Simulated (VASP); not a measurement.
# MgO (Fm-3m) in VASP: notebook

Aim: see how the results for MgO move with the level of theory and the settings. Levels: PBE, RPBE, revPBE+D3(BJ). Tasks: single point.

Program: VASP 6.6.1. These are calculated values, not measurements. Logs are shortened: lines on timing, memory, paths and dates and some standing lists are left out, and cuts for length are marked.

### 1 The cell of the first run

Symmetry: Fm-3m, No. 225, cubic system. Conventional cell: a = 4.194 Å, b = 4.194 Å, c = 4.194 Å, α = 90.00°, β = 90.00°, γ = 90.00°. Mg (site symmetry m-3m) has 6 O at 2.10 Å within 2.8 Å. Within 2.8 Å of O (site symmetry m-3m) lie 6 Mg at 2.10 Å.

### 2 Single point, PBE

File INCAR:

```
SYSTEM = MgO
PREC = Accurate
ENCUT = 520
EDIFF = 1E-6
ISMEAR = -1
SIGMA = 0.03
LREAL = .FALSE.
LASPH = .TRUE.
NELM = 60
ALGO = Normal
ISIF = 2
LWAVE = .FALSE.
LCHARG = .TRUE.
GGA = PE
LELF = .TRUE.
LVHAR = .TRUE.
NBANDS = 11
```

File KPOINTS:

```
Automatic mesh
0
G
  7 7 7
  0 0 0
```

File POSCAR:

```
MgO
1.0
    0.0000000000      2.0970013927      2.0970013927
    2.0970013927      0.0000000000      2.0970013927
    2.0970013927      2.0970013927      0.0000000000
Mg O
1 1
Direct
    0.0000000000      0.0000000000      0.0000000000
    0.5000000000      0.5000000000      0.5000000000
```

Potentials or basis: VASP PAW PBE potentials, release 64 (Mg, O).

The run is started by

```bash
$ cat potpaw_PBE.64/Mg/POTCAR potpaw_PBE.64/O/POTCAR > POTCAR
$ mpirun -np 1 vasp_std > vasp.out
```

OUTCAR:

```text
SYSTEM = MgO
   PREC = Accurate
   ENCUT = 520
   EDIFF = 1E-6
   ISMEAR = -1
   LREAL = .FALSE.
   LASPH = .TRUE.
   NELM = 60
   ISIF = 2
   GGA = PE

 ion  position               nearest neighbor table
   1  0.000  0.000  0.000-   2 2.10   2 2.10   2 2.10   2 2.10   2 2.10   2 2.10
   2  0.500  0.500  0.500-   1 2.10   1 2.10   1 2.10   1 2.10   1 2.10   1 2.10

  LATTYP: Found a face centered cubic cell.
 ALAT       =     4.1940027854

  Lattice vectors:

 A1 = (   0.0000000000,   2.0970013927,   2.0970013927)
 A2 = (   2.0970013927,   0.0000000000,   2.0970013927)
 A3 = (   2.0970013927,   2.0970013927,   0.0000000000)

Analysis of symmetry for initial positions (statically):
=====================================================================
 Subroutine PRICEL returns:
 Original cell was already a primitive cell.

 Routine SETGRP: Setting up the symmetry group for a
 face centered cubic supercell.

 Subroutine GETGRP returns: Found 48 space group operations
 (whereof 48 operations were pure point group operations)
 out of a pool of 48 trial point group operations.

The static configuration has the point symmetry O_h .

Analysis of symmetry for dynamics (positions and initial velocities):
=====================================================================
 Subroutine PRICEL returns:
 Original cell was already a primitive cell.

 Routine SETGRP: Setting up the symmetry group for a
 face centered cubic supercell.

 Subroutine GETGRP returns: Found 48 space group operations
 (whereof 48 operations were pure point group operations)
 out of a pool of 48 trial point group operations.

The dynamic configuration has the point symmetry O_h .

 Subroutine INISYM returns: Found 48 space group operations
 (whereof 48 operations are pure point group operations),
 and found     1 'primitive' translations

----------------------------------------------------------------------------------------

                                     Primitive cell

  volume of cell :      18.4428

  direct lattice vectors                    reciprocal lattice vectors
     0.000000000  2.097001393  2.097001393    -0.238435702  0.238435702  0.238435702
     2.097001393  0.000000000  2.097001393     0.238435702 -0.238435702  0.238435702
     2.097001393  2.097001393  0.000000000     0.238435702  0.238435702 -0.238435702
[... 83 lines left out ...]
   IBRION =     -1    ionic relax: 0-MD 1-quasi-New 2-CG
   NFREE  =      0    steps in history (QN), initial steepest desc. (CG)
   ISIF   =      2    stress and relaxation
   ISYM   =      2    0-nonsym 1-usesym 2-fastsym
   POTIM  = 0.5000    time-step for ionic-motion
   TEBEG  =    0.0;   TEEND  =   0.0 temperature during run
   PSTRESS=    0.0 pullay stress
   NELECT =       8.0000    total number of electrons
   NUPDOWN=      -1.0000    fix difference up-down
   EMIN   =  10.00;   EMAX   =-10.00  energy-range for DOS
   EFERMI =   0.00;   METHOD = LEGACY
   ISMEAR =    -1;   SIGMA  =   0.03  broadening in eV -4-tet -1-fermi 0-gaus
   EFERMI_NEDOS =   21; number of points for ismear=-14 and -15
   IALGO  =     38    algorithm
   IMIX   =      4    mixing-type and parameters
     AMIX     =   0.40;   BMIX     =  1.00
     AMIX_MAG =   1.60;   BMIX_MAG =  1.00
  volume/ion in A,a.u.               =       9.22        62.23
  Fermi-wavevector in a.u.,A,eV,Ry     =   1.239261  2.341864 20.895389  1.535768
  Thomas-Fermi vector in A             =   2.373752
   LORBIT       =      0    0 simple, 1 ext, 2 COOP (PROOUT), +10 PAW based schemes
   GGA     = PE    functional components
   LHFCALC =     F    Hartree Fock is set to
   AEXX    =    0.0000 exact exchange contribution
   IVDW    =     0    specifies the selected vdW correction
   LEPSILON=     F    determine dielectric tensor
   LRPA    =     F    only Hartree local field effects (RPA)
 non-spin polarized calculation
  energy-cutoff  :      520.00
  volume of cell :       18.44
 maximum number of plane-waves:       531
 NGX is ok and might be reduce to    24
   NGX = 11   NGY = 11   NGZ = 11

 number of electron       8.0000004 magnetization

 Free energy of the ion-electron system (eV)
  ---------------------------------------------------
  ext. energy  EPLUGINS =         0.00000000
  ---------------------------------------------------
  free energy    TOTEN  =       -11.89760010 eV

  energy without entropy =      -11.89760010  energy(sigma->0) =      -11.89760010

 E-fermi :   3.8906     XC(G=0): -11.1398

 val. band max:        3.2846728420   @ k =   0.0000   0.0000   0.0000
 cond. band min:       8.1374445156   @ k =   0.0000   0.0000   0.0000
 fundamental gap:      4.8527716737
 Fermi energy:         3.8906218264

 k-point     1 :       0.0000    0.0000    0.0000
  band No.  band energies     occupation
      1     -14.0455      2.00000
      2       3.2847      2.00000
      3       3.2847      2.00000
      4       3.2847      2.00000
      5       8.1374      0.00000
      6      19.1572      0.00000
      7      19.1572      0.00000
      8      19.1572      0.00000
      9      23.1080      0.00000
     10      24.8975      0.00000
     11      24.8975      0.00000
[... 253 lines left out ...]
 k-point    20 :      -0.2857    0.4286    0.1429
  band No.  band energies     occupation
      1     -12.4372      2.00000
      2       0.0963      2.00000
      3       0.3065      2.00000
      4       1.8065      2.00000
      5      14.3000      0.00000
      6      15.4298      0.00000
      7      15.6448      0.00000
      8      19.6273      0.00000
      9      24.0593      0.00000
     10      26.3104      0.00000
     11      30.4179      0.00000

------------------------ aborting loop because EDIFF is reached ----------------------------------------

  FORCE on cell =-STRESS in cart. coord.  units (eV):
  Direction    XX          YY          ZZ          XY          YZ          ZX
  --------------------------------------------------------------------------------------
  -------------------------------------------------------------------------------------
  Total        0.7111410      0.7111410      0.7111410      0.0000000      0.0000000      0.0000000
  in kB       61.7788958     61.7788958     61.7788958      0.0000000      0.0000000      0.0000000
  external PRESSURE =      61.7788958 kB  Pullay stress =       0.0000000 kB

 VOLUME and BASIS-vectors are now :
 -----------------------------------------------------------------------------
  energy-cutoff  :      520.00
  volume of cell :       18.44
      direct lattice vectors                 reciprocal lattice vectors
     0.000000000  2.097001393  2.097001393    -0.238435702  0.238435702  0.238435702
     2.097001393  0.000000000  2.097001393     0.238435702 -0.238435702  0.238435702
     2.097001393  2.097001393  0.000000000     0.238435702  0.238435702 -0.238435702

 POSITION                                       TOTAL-FORCE (eV/Angst)
 -----------------------------------------------------------------------------------
      0.00000      0.00000      0.00000        -0.000000     -0.000000      0.000000
      2.09700      2.09700      2.09700         0.000000      0.000000      0.000000
 -----------------------------------------------------------------------------------
    total drift:                               -0.000000     -0.000000      0.000000

  FREE ENERGIE OF THE ION-ELECTRON SYSTEM (eV)
  ---------------------------------------------------
  free  energy   TOTEN  =       -11.8976001007 eV

  energy  without entropy=      -11.8976001006  energy(sigma->0) =      -11.89760010
```

Run time: 4.5 s. Hardware: 1 thread of Intel Xeon Platinum 8559C (Emerald Rapids), shared host; peak memory 0.13 GiB.

Results:

- Free energy: -11.8976 eV
- Pressure: 6.2 GPa
- Band gap on the k mesh: 4.85 eV, direct

Levels at points of the mesh, in eV from the valence-band top:
```csv
k point,band 1,band 2,band 3,band 4,band 5,band 6,band 7,band 8
"(0.00, 0.00, 0.00)",-17.33,0.00,0.00,0.00,4.85,15.87,15.87,15.87
```

A hybrid or GW would open this gap; PBE tends to underestimate it.

### 3 Single point, RPBE

File INCAR:

```
PREC = Accurate
ENCUT = 520
EDIFF = 1E-6
ISMEAR = -1
SIGMA = 0.05
LREAL = False
LASPH = True
NELM = 60
ALGO = Normal
ISIF = 2
LWAVE = False
LCHARG = True
GGA = RP
LELF = True
LVHAR = True
NBANDS = 11
```

File KPOINTS:

```
regular mesh
0
Gamma
  11 11 11
```

POSCAR is that of step 2.

Potentials or basis: VASP PAW PBE potentials, release 64 (Mg, O).

The run is started by

```bash
$ cat potpaw_PBE.64/Mg/POTCAR potpaw_PBE.64/O/POTCAR > POTCAR
$ mpirun -np 1 vasp_std > vasp.out
```

Run time: 6.7 s. Hardware: 1 thread of Intel Xeon Platinum 8559C (Emerald Rapids), shared host; peak memory 0.14 GiB.

Results (log left out):

```yaml
Free_energy: -11.2020 eV
Pressure: 11.0 GPa
Band_gap_on_the_k_mesh: 4.95 eV, direct
```

Levels at points of the mesh, in eV from the valence-band top:
| k point | band 2 | band 3 | band 4 | band 5 | band 6 | band 7 |
| --- | --- | --- | --- | --- | --- | --- |
| (0.00, 0.00, 0.00) | 0.00 | 0.00 | 0.00 | 4.95 | 16.00 | 16.00 |

Caveat: the PAW data sets were made with another functional, which shifts forces and pressure a little.

### 4 Single point, revPBE+D3(BJ)

File INCAR:

```
PREC     = Accurate       # precision mode
ENCUT    = 520            # plane-wave cutoff, eV
EDIFF    = 1E-6           # SCF threshold, eV
ISMEAR   = -1             # smearing method
SIGMA    = 0.05           # smearing width, eV
LREAL    = False          # projectors in reciprocal space
LASPH    = True           # aspherical terms in the spheres
NELM     = 100            # most SCF steps
ALGO     = Normal         # electronic algorithm
ISIF     = 2              # what is computed and relaxed
LWAVE    = False          # write WAVECAR
LCHARG   = False          # write CHGCAR
GGA      = RE             # functional
IVDW     = 12             # dispersion correction
NBANDS   = 11             # bands
```

File KPOINTS:

```
Automatic mesh
0
Gamma
  11 11 11
```

File POSCAR:

```
MgO
1.0
    0.0000000000      2.0983833900      2.0983833900
    2.0983833900      0.0000000000      2.0983833900
    2.0983833900      2.0983833900      0.0000000000
Mg O
1 1
Direct
    0.0000000000      0.0000000000      0.0000000000
    0.5000000000      0.5000000000      0.5000000000
```

Potentials or basis: VASP PAW PBE potentials, release 64 (Mg, O).

The run is started by

```bash
$ cat potpaw_PBE.64/Mg/POTCAR potpaw_PBE.64/O/POTCAR > POTCAR
$ mpirun -np 1 vasp_std > vasp.out
```

OUTCAR:

```text
PREC = Accurate
   ENCUT = 520
   EDIFF = 1E-6
   ISMEAR = -1
   LREAL = False
   LASPH = True
   NELM = 100
   ISIF = 2
   GGA = RE
   IVDW = 12
 IVDW          = 12

 ion  position               nearest neighbor table
   1  0.000  0.000  0.000-   2 2.10   2 2.10   2 2.10   2 2.10   2 2.10   2 2.10
   2  0.500  0.500  0.500-   1 2.10   1 2.10   1 2.10   1 2.10   1 2.10   1 2.10

  LATTYP: Found a face centered cubic cell.
 ALAT       =     4.1967667800

  Lattice vectors:

[... 524 lines left out ...]

 Edisp (eV)   -1.15784

 E8    (eV) :    -0.7682

  FORCE on cell =-STRESS in cart. coord.  units (eV):
  Direction    XX          YY          ZZ          XY          YZ          ZX
  --------------------------------------------------------------------------------------
  -------------------------------------------------------------------------------------
  Total      -0.10271    -0.10271    -0.10271    -0.00000     0.00000     0.00000
  in kB      -8.90544    -8.90544    -8.90544    -0.00000     0.00000     0.00000
  external pressure =       -8.91 kB  Pullay stress =        0.00 kB

 VOLUME and BASIS-vectors are now :
 -----------------------------------------------------------------------------
  energy-cutoff  :      520.00
  volume of cell :       18.48
      direct lattice vectors                 reciprocal lattice vectors
     0.000000000  2.098383390  2.098383390    -0.238278668  0.238278668  0.238278668
     2.098383390  0.000000000  2.098383390     0.238278668 -0.238278668  0.238278668
     2.098383390  2.098383390  0.000000000     0.238278668  0.238278668 -0.238278668

 POSITION                                       TOTAL-FORCE (eV/Angst)
 -----------------------------------------------------------------------------------
      0.00000      0.00000      0.00000        -0.000000      0.000000     -0.000000
      2.09838      2.09838      2.09838         0.000000     -0.000000      0.000000
 -----------------------------------------------------------------------------------
    total drift:                               -0.000000     -0.000000      0.000000

  FREE ENERGIE OF THE ION-ELECTRON SYSTEM (eV)
  ---------------------------------------------------
  free  energy   TOTEN  =       -12.4510753773 eV

  energy  without entropy=      -12.4510753772  energy(sigma->0) =      -12.45107538
```

stdout:

```text
POSCAR found type information on POSCAR MgO
 POSCAR found :  2 types and       2 ions
 scaLAPACK will be used
 -----------------------------------------------------------------------------
|                                                                             |
|                                                                             |
|     You enforced a specific xc type in the INCAR file but a different       |
|     I HOPE YOU KNOW WHAT YOU ARE DOING!                                     |
|                                                                             |
 -----------------------------------------------------------------------------

 LDA part: xc-table for (Slater+PW92), standard interpolation
 POSCAR, INCAR and KPOINTS ok, starting setup
 FFT: planning ... GRIDC
 FFT: planning ... GRID_SOFT
 FFT: planning ... GRID
 WAVECAR not read
 entering main loop
```

It took 6.2 s on 1 thread of Intel Xeon Platinum 8559C (Emerald Rapids), shared host; peak memory 0.15 GiB.

What came out:

* Free energy: -12.4511 eV
* Pressure: -0.9 GPa
* Band gap on the k mesh: 4.91 eV, direct
* Dispersion energy per atom: -0.579 eV

Caveat: the PAW data sets were made with another functional, which shifts forces and pressure a little. Expect the measured gap to be larger: semilocal functionals such as revPBE lack the derivative discontinuity.

### 5 Summary

```tsv
level	cell	k mesh	smearing	gap on the mesh (eV)	pressure (GPa)
PBE	a = 2.966 Å, angles 60.0°, 2 atoms	7 × 7 × 7	fermi-dirac 0.03 eV	4.85	6.2
RPBE	a = 2.966 Å, angles 60.0°, 2 atoms	11 × 11 × 11	fermi-dirac 0.05 eV	4.95	11.0
revPBE+D3(BJ)	a = 2.968 Å, angles 60.0°, 2 atoms	11 × 11 × 11	fermi-dirac 0.05 eV	4.91	-0.9
```

Alike in all rows: task single point; potentials or basis VASP PAW PBE potentials, release 64 (Mg, O); no spin polarisation; cutoff (eV) 520.

On the cell as given the gap runs from 4.85 eV (PBE) to 4.95 eV (RPBE); the meshes differ, which moves gaps too. The pressure there spans -0.9 GPa (revPBE+D3(BJ)) to 11.0 GPa (RPBE); a positive pressure means that this level wants a larger cell, a negative one a smaller.

Caveats: the PAW data sets were made with another functional, which shifts forces and pressure a little (some runs).

Absolute energies hang on the potentials; compare differences alone.
